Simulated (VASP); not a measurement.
Runs of VASP 6.6.1 on CaB3F4. The structure is that of space group Im-3m (No. 229), or close to it. The cells are those of the table. 

| task | spin | cell | cutoff (eV) | gap on the mesh (eV) | pressure (GPa) | moment (μB) |
| --- | --- | --- | --- | --- | --- | --- |
| relaxation of cell and atoms | off | relaxed from a = 4.635 Å, angles 109.5°, 8 atoms | 600 | none | -0.3 | - |
| single point | collinear, ferromagnetic start | a = 5.009 Å, angles 109.5°, 8 atoms | 520 | none | -0.1 | (a) |
| single point | off | a = 5.009 Å, angles 109.5°, 8 atoms | 520 | none | -0.1 | - |
| single point | off | a = 4.635 Å, angles 109.5°, 8 atoms | 520 | none | 24.6 | - |
| single point | collinear, ferromagnetic start | a = 4.635 Å, angles 109.5°, 8 atoms | 520 | none | 24.6 | 0.08 |

Alike in all rows: level PBE; potentials or basis VASP PAW PBE potentials, release 64 (Ca_sv, B, F); k mesh 4 × 4 × 4; smearing gaussian 0.1 eV.

Q: Fill in the values left out.

A: (a) 0.00.

Caveats: all runs use coarse meshes; an odd number of electrons without spin polarisation forces a metal (some runs); a magnetic or distorted state may lie lower (some runs).

A gap of «none» marks levels without a gap at the run's occupations.
